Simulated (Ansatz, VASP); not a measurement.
Mn: VASP beside Ansatz

```
CELL_PARAMETERS angstrom
0.00000 1.79668 1.79668
1.79668 0.00000 1.79668
1.79668 1.79668 0.00000
ATOMIC_POSITIONS crystal
Mn 0.00000 0.00000 0.00000
```

Alike in both runs: task single point; functional PBE; k mesh 17 × 17 × 17; occupations fermi-dirac, width 0.05 eV; collinear spin.

```csv
,VASP,Ansatz
version,VASP 6.6.1,Ansatz 0.2.0
potentials or method,"VASP PAW PBE potentials, release 64 (Mn_sv), cutoff 680 eV","plane waves (420 eV) with PAW, scalar-relativistic"
valence electrons in the cell,15,15
```

```tsv
	VASP	Ansatz	Ansatz less VASP
pressure (GPa)	-19.4	-18.1	+1.23
net moment per atom (μB)	0.08	0.00	-0.080
size of the moment on the site where the two differ most (μB)	0.08	0.00	-0.077
```

Site moments also hang on the region over which each program counts them. Ansatz's warnings: negative dielectric reading, seeded moment not kept.
